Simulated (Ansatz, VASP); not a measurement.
# One calculation of LiF, two programs

```
Li F
1.0
     2.99843    0.00000    0.00000
    -1.49922    2.59672    0.00000
     0.00000    0.00000    4.75792
Li F
2 2
Direct
  0.33333 0.66667 0.43077
  0.66667 0.33333 0.93077
  0.33333 0.66667 0.99102
  0.66667 0.33333 0.49102
```

Alike in both runs: task single point; functional LDA; k mesh 9 × 9 × 6; occupations gaussian, width 0.05 eV; no spin polarisation.

|  | VASP | Ansatz |
| --- | --- | --- |
| version | VASP 6.6.1 | Ansatz 0.2.0 |
| potentials or method | VASP PAW LDA potentials, release 64 (Li_sv, F), cutoff 520 eV | scalar-relativistic, plane waves, PAW |
| valence electrons in the cell | 20 | 20 |

VASP gave:

| Item | Value |
| --- | --- |
| gap on the k mesh at the Fermi level (eV) | 7.64 |
| least direct gap on the mesh (eV) | 7.64 |
| rms of the force components (eV/Å) | 0.212 |

Task: What did Ansatz give for the same quantities?

Result: gap on the k mesh at the Fermi level (eV): 7.65; least direct gap on the mesh (eV): 7.65; rms of the force components (eV/Å): 0.210.

LDA's correlation is that of Perdew and Zunger in VASP and of Perdew and Wang (1992) in Ansatz. Atom by atom the forces differ by 0.003 eV/Å (rms over components).

Noted on VASP's run: the cutoff is short for stress, so the pressure is rough.
